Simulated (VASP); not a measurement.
# Mo (Im-3m) in VASP: a series of runs

The runs below take Mo through single point, with PBE.

Program: VASP 6.6.1. These are calculated values, not measurements. Logs are shortened: lines on timing, memory, paths and dates and some standing lists are left out, and cuts for length are marked.

**1. The cell of the first run**

Symmetry: Im-3m, No. 229, cubic system. The conventional cell has a = 3.161 Å, b = 3.161 Å, c = 3.161 Å, α = 90.00°, β = 90.00°, γ = 90.00°. Within 3.6 Å of Mo (site symmetry m-3m) lie 14 Mo at 2.74 to 3.16 Å.

**2. Single point, PBE**

INCAR reads:

```
PREC     = Accurate       # precision mode
ENCUT    = 520            # plane-wave cutoff, eV
EDIFF    = 1E-6           # SCF threshold, eV
ISMEAR   = -1             # smearing method
SIGMA    = 0.1            # smearing width, eV
LREAL    = F              # projectors in reciprocal space
LASPH    = T              # aspherical terms in the spheres
NELM     = 60             # most SCF steps
ALGO     = Normal         # electronic algorithm
ISIF     = 2              # what is computed and relaxed
LWAVE    = F              # write WAVECAR
LCHARG   = F              # write CHGCAR
GGA      = PE             # functional
NBANDS   = 13             # bands
```

KPOINTS reads:

```
Automatic mesh
0
Gamma
  19 19 19
```

POSCAR reads:

```
Mo
1.0
   -1.5804199649      1.5804199649      1.5804199649
    1.5804199649     -1.5804199649      1.5804199649
    1.5804199649      1.5804199649     -1.5804199649
Mo
1
Direct
    0.0000000000      0.0000000000      0.0000000000
```

Potentials or basis: VASP PAW PBE potentials, release 64 (Mo_sv).

The run is started by

```sh
> cat potpaw_PBE.64/Mo_sv/POTCAR > POTCAR
> mpirun -np 1 vasp_std > vasp.out
```

OUTCAR:

```text
PREC = Accurate
   ENCUT = 520
   EDIFF = 1E-6
   ISMEAR = -1
   LREAL = F
   LASPH = T
   NELM = 60
   ISIF = 2
   GGA = PE

 ion  position               nearest neighbor table
   1  0.000  0.000  0.000-

  LATTYP: Found a body centered cubic cell.
 ALAT       =     3.1608399298

  Lattice vectors:

 A1 = (  -1.5804199649,   1.5804199649,   1.5804199649)
 A2 = (   1.5804199649,  -1.5804199649,   1.5804199649)
 A3 = (   1.5804199649,   1.5804199649,  -1.5804199649)

Analysis of symmetry for initial positions (statically):
=====================================================================
 Subroutine PRICEL returns:
 Original cell was already a primitive cell.

 Routine SETGRP: Setting up the symmetry group for a
 body centered cubic supercell.

 Subroutine GETGRP returns: Found 48 space group operations
 (whereof 48 operations were pure point group operations)
 out of a pool of 48 trial point group operations.

The static configuration has the point symmetry O_h .

Analysis of symmetry for dynamics (positions and initial velocities):
=====================================================================
 Subroutine PRICEL returns:
 Original cell was already a primitive cell.

 Routine SETGRP: Setting up the symmetry group for a
 body centered cubic supercell.

 Subroutine GETGRP returns: Found 48 space group operations
 (whereof 48 operations were pure point group operations)
 out of a pool of 48 trial point group operations.

The dynamic configuration has the point symmetry O_h .

 Subroutine INISYM returns: Found 48 space group operations
 (whereof 48 operations are pure point group operations),
 and found     1 'primitive' translations

----------------------------------------------------------------------------------------

                                     Primitive cell

  volume of cell :      15.7898

  direct lattice vectors                    reciprocal lattice vectors
    -1.580419965  1.580419965  1.580419965     0.000000000  0.316371604  0.316371604
     1.580419965 -1.580419965  1.580419965     0.316371604  0.000000000  0.316371604
     1.580419965  1.580419965 -1.580419965     0.316371604  0.316371604  0.000000000

  length of vectors
     2.737367677  2.737367677  2.737367677     0.447417014  0.447417014  0.447417014

  position of ions in fractional coordinates (direct lattice)
     0.000000000  0.000000000  0.000000000

  ion indices of the primitive-cell ions
   primitive index   ion index
                 1           1

----------------------------------------------------------------------------------------

 KPOINTS: Automatic mesh

Automatic generation of k-mesh.
 Grid dimensions read from file:
 generate k-points for:   19   19   19

 Generating k-lattice:

  Cartesian coordinates                     Fractional coordinates (reciprocal lattice)
     0.000000000  0.016651137  0.016651137     0.052631579  0.000000000  0.000000000
     0.016651137  0.000000000  0.016651137     0.000000000  0.052631579  0.000000000
     0.016651137  0.016651137  0.000000000     0.000000000  0.000000000  0.052631579

  Length of vectors
     0.023548264  0.023548264  0.023548264

  Shift w.r.t. Gamma in fractional coordinates (k-lattice)
     0.000000000  0.000000000  0.000000000

 Subroutine IBZKPT returns following result:
 ===========================================

 Found    220 irreducible k-points:

 Following reciprocal coordinates:
            Coordinates               Weight
  0.000000  0.000000  0.000000      1.000000
  0.052632  0.000000  0.000000     12.000000
  0.105263  0.000000  0.000000     12.000000
  0.157895  0.000000  0.000000     12.000000
  0.210526  0.000000  0.000000     12.000000
  0.263158  0.000000  0.000000     12.000000
[... 16 lines left out ...]
  0.263158  0.105263  0.000000     48.000000
  0.315789  0.105263 -0.000000     48.000000
 [... further k-points ...]
   k-points           NKPTS =    220   k-points in BZ     NKDIM =    220   number of bands    NBANDS=     13
   number of dos      NEDOS =    301   number of ions     NIONS =      1
   total plane-waves  NPLWV =   8000
   dimension x,y,z NGX =    20 NGY =   20 NGZ =   20
   dimension x,y,z NGXF=    40 NGYF=   40 NGZF=   40
   ions per type =               1
   NGX,Y,Z   is equivalent  to a cutoff of  12.15, 12.15, 12.15 a.u.
   NGXF,Y,Z  is equivalent  to a cutoff of  24.29, 24.29, 24.29 a.u.
 SYSTEM =  unknown system
   PREC   = accura    normal or accurate (medium, high low for compatibility)
   ISTART =      0    job   : 0-new  1-cont  2-samecut
   ICHARG =      2    charge: 1-file 2-atom 10-const
   ISPIN  =      1    spin polarized calculation?
   LNONCOLLINEAR =      F non collinear calculations
   LSORBIT =      F    spin-orbit coupling
   LASPH  =      T    aspherical Exc in radial PAW
   ENCUT  =  520.0 eV  38.22 Ry    6.18 a.u.   5.09  5.09  5.09*2*pi/ulx,y,z
   NELM   =     60;   NELMIN=  2; NELMDL= -5     # of ELM steps
   EDIFF  = 0.1E-05   stopping-criterion for ELM
   LREAL  =      F    real-space projection
[... 7 lines left out ...]
   TEBEG  =    0.0;   TEEND  =   0.0 temperature during run
   PSTRESS=    0.0 pullay stress
   NELECT =      14.0000    total number of electrons
   NUPDOWN=      -1.0000    fix difference up-down
   EMIN   =  10.00;   EMAX   =-10.00  energy-range for DOS
   EFERMI =   0.00;   METHOD = LEGACY
   ISMEAR =    -1;   SIGMA  =   0.10  broadening in eV -4-tet -1-fermi 0-gaus
   EFERMI_NEDOS =   21; number of points for ismear=-14 and -15
   IALGO  =     38    algorithm
   IMIX   =      4    mixing-type and parameters
     AMIX     =   0.40;   BMIX     =  1.00
     AMIX_MAG =   1.60;   BMIX_MAG =  1.00
  volume/ion in A,a.u.               =      15.79       106.56
  Fermi-wavevector in a.u.,A,eV,Ry     =   1.572745  2.972057 33.654380  2.473527
  Thomas-Fermi vector in A             =   2.674133
   LORBIT       =      0    0 simple, 1 ext, 2 COOP (PROOUT), +10 PAW based schemes
   GGA     = PE    functional components
   LHFCALC =     F    Hartree Fock is set to
   AEXX    =    0.0000 exact exchange contribution
   IVDW    =     0    specifies the selected vdW correction
   LEPSILON=     F    determine dielectric tensor
   LRPA    =     F    only Hartree local field effects (RPA)
 non-spin polarized calculation
  energy-cutoff  :      520.00
  volume of cell :       15.79
 maximum number of plane-waves:       437
   NGX = 11   NGY = 11   NGZ = 11

 number of electron      14.0000004 magnetization

 Free energy of the ion-electron system (eV)
  ---------------------------------------------------
  ext. energy  EPLUGINS =         0.00000000
  ---------------------------------------------------
  free energy    TOTEN  =       -10.94594681 eV

  energy without entropy =      -10.92477183  energy(sigma->0) =      -10.93535932

 E-fermi :  12.4296     XC(G=0): -13.3334

 val. band max:       12.4290858492   @ k =  -0.4737  -0.4737   0.0526
 cond. band min:      12.4318229249   @ k =  -0.1579   0.2105   0.1053
 fundamental gap:      0.0027370757
 Fermi energy:        12.4295588291

 k-point     1 :       0.0000    0.0000    0.0000
  band No.  band energies     occupation
      1     -48.8454      2.00000
      2     -22.1346      2.00000
      3     -22.1346      2.00000
      4     -22.1346      2.00000
      5       5.2298      2.00000
      6      11.0886      2.00000
      7      11.0886      2.00000
      8      11.0886      2.00000
      9      14.0771      0.00000
     10      14.0771      0.00000
     11      27.2486      0.00000
     12      27.2486      0.00000
     13      27.2486      0.00000

 k-point     2 :       0.0526    0.0000    0.0000
  band No.  band energies     occupation
      1     -48.8386      2.00000
      2     -22.1740      2.00000
      3     -22.1468      2.00000
      4     -22.1349      2.00000
      5       5.3517      2.00000
      6      11.0199      2.00000
      7      11.0779      2.00000
      8      11.2022      1.99999
      9      13.9743      0.00000
     10      14.0788      0.00000
     11      27.3404      0.00000
     12      27.4535      0.00000
     13      27.4884      0.00000

 k-point     3 :       0.1053    0.0000    0.0000
  band No.  band energies     occupation
      1     -48.8191      2.00000
      2     -22.2868      2.00000
      3     -22.1818      2.00000
      4     -22.1357      2.00000
      5       5.7019      2.00000
      6      10.8275      2.00000
      7      11.0315      2.00000
      8      11.5390      1.99973
      9      13.7395      0.00000
     10      14.0880      0.00000
     11      27.5656      0.00000
     12      28.0526      0.00000
     13      28.0957      0.00000

 k-point     4 :       0.1579    0.0000    0.0000
  band No.  band energies     occupation
      1     -48.7887      2.00000
      2     -22.4586      2.00000
      3     -22.2355      2.00000
      4     -22.1370      2.00000
      5       6.2280      2.00000
      6      10.5466      2.00000
      7      10.9299      2.00000
      8      12.0859      1.93767
      9      13.5354      0.00003
     10      14.1149      0.00000
     11      27.7510      0.00000
     12      28.7381      0.00000
     13      29.0045      0.00000

 k-point     5 :       0.2105    0.0000    0.0000
  band No.  band energies     occupation
      1     -48.7507      2.00000
      2     -22.6682      2.00000
      3     -22.3016      2.00000
      4     -22.1386      2.00000
      5       6.8194      2.00000
      6      10.2207      2.00000
      7      10.8331      2.00000
      8      12.8203      0.03940
      9      13.4846      0.00005
     10      14.1706      0.00000
     11      27.6116      0.00000
     12      28.9030      0.00000
     13      30.2529      0.00000
[... 257 lines left out ...]
 k-point    22 :       0.2105    0.1053    0.0000
  band No.  band energies     occupation
      1     -48.6963      2.00000
      2     -22.9269      2.00000
      3     -22.3818      2.00000
      4     -22.1896      2.00000
      5       7.6041      2.00000
      6       9.9236      2.00000
      7      10.5024      2.00000
      8      13.3160      0.00028
      9      14.2569      0.00000
     10      14.5435      0.00000
     11      27.3377      0.00000
     12      28.2418      0.00000
     13      30.9819      0.00000

 k-point    23 :       0.2632    0.1053    0.0000
  band No.  band energies     occupation
      1     -48.6576      2.00000
      2     -23.1104      2.00000
      3     -22.4625      2.00000
      4     -22.1936      2.00000
      5       7.7929      2.00000
      6       9.6405      2.00000
      7      10.9045      2.00000
      8      13.5246      0.00004
      9      14.6236      0.00000
     10      15.3592      0.00000
     11      26.3603      0.00000
     12      27.2817      0.00000
     13      31.8883      0.00000

 k-point    24 :       0.3158    0.1053   -0.0000
  band No.  band energies     occupation
      1     -48.6241      2.00000
      2     -23.2657      2.00000
      3     -22.5327      2.00000
      4     -22.1966      2.00000
      5       7.7263      2.00000
      6       9.4194      2.00000
      7      11.5877      1.99956
      8      13.7870      0.00000
      9      14.7663      0.00000
     10      16.4196      0.00000
     11      25.3919      0.00000
     12      26.1535      0.00000
     13      30.7512      0.00000

 [... further k-points ...]
[... 5 lines left out ...]
  --------------------------------------------------------------------------------------
  -------------------------------------------------------------------------------------
  Total        0.0496994      0.0496994      0.0496994      0.0000000      0.0000000      0.0000000
  in kB        5.0429456      5.0429456      5.0429456      0.0000000      0.0000000      0.0000000
  external PRESSURE =       5.0429456 kB  Pullay stress =       0.0000000 kB

 VOLUME and BASIS-vectors are now :
 -----------------------------------------------------------------------------
  energy-cutoff  :      520.00
  volume of cell :       15.79
      direct lattice vectors                 reciprocal lattice vectors
    -1.580419965  1.580419965  1.580419965     0.000000000  0.316371604  0.316371604
     1.580419965 -1.580419965  1.580419965     0.316371604  0.000000000  0.316371604
     1.580419965  1.580419965 -1.580419965     0.316371604  0.316371604  0.000000000

 POSITION                                       TOTAL-FORCE (eV/Angst)
 -----------------------------------------------------------------------------------
      0.00000      0.00000      0.00000        -0.000000     -0.000000      0.000000
 -----------------------------------------------------------------------------------
    total drift:                                0.000000     -0.000000      0.000000

  FREE ENERGIE OF THE ION-ELECTRON SYSTEM (eV)
  ---------------------------------------------------
  free  energy   TOTEN  =       -10.9459468132 eV

  energy  without entropy=      -10.9247718282  energy(sigma->0) =      -10.93535932
```

Wall time 16 s (1 thread of AMD EPYC 9R45 (Zen 5), shared host); peak memory 0.12 GiB.

What came out:

```yaml
Free_energy: -10.9459 eV
Pressure: 0.5 GPa
Band_gap_on_the_k_mesh: zero (bands 7 and 8 overlap by 5.08 eV)
```

**3. Single point, PBE**

This run uses another cell than the first one: it holds 3 atoms, not 1.

Changes to INCAR since step 2:

```diff
@@ -7,3 +7,3 @@
 LASPH    = T              # aspherical terms in the spheres
-NELM     = 60             # most SCF steps
+NELM     = 80             # most SCF steps
 ALGO     = Normal         # electronic algorithm
@@ -11,4 +11,6 @@
 LWAVE    = F              # write WAVECAR
-LCHARG   = F              # write CHGCAR
+LCHARG   = T              # write CHGCAR
 GGA      = PE             # functional
-NBANDS   = 13             # bands
+LELF     = T              # ELF
+LVHAR    = T            
+NBANDS   = 28             # bands
```

KPOINTS reads:

```
Automatic mesh
0
Gamma
  10 10 13
```

POSCAR reads:

```
Mo
1.0
    0.0000000000      3.1608399299     -3.1608399299
   -3.1608399299      0.0000000000      3.1608399299
    1.5804199649      1.5804199649      1.5804199649
Mo
3
Direct
    0.0000000000      0.0000000000      0.0000000000
    0.3333333330      0.6666666670      0.3333333330
    0.6666666670      0.3333333330      0.6666666670
```

Potentials or basis: VASP PAW PBE potentials, release 64 (Mo_sv).

The run is started by

```sh
> cat potpaw_PBE.64/Mo_sv/POTCAR > POTCAR
> mpirun -np 1 vasp_std > vasp.out
```

It took 79 s on 1 thread of AMD EPYC 9R45 (Zen 5), shared host; peak memory 0.23 GiB.

It converged, with:

* Free energy: -32.8412 eV
* Pressure: 0.5 GPa
* Band gap on the k mesh: zero (bands 21 and 22 overlap by 3.26 eV)

Levels at points of the mesh, in eV from the Fermi level:
```tsv
k point	band 18	band 19	band 20	band 21	band 22	band 23	band 24	band 25
(0.00, 0.00, 0.00)	-2.33	-2.33	-1.38	-1.37	-1.37	1.61	1.61	2.08
(0.50, 0.00, 0.00)	-2.47	-2.26	-2.26	0.76	0.76	1.56	1.64	2.03
```

[end of part 1 of 2]
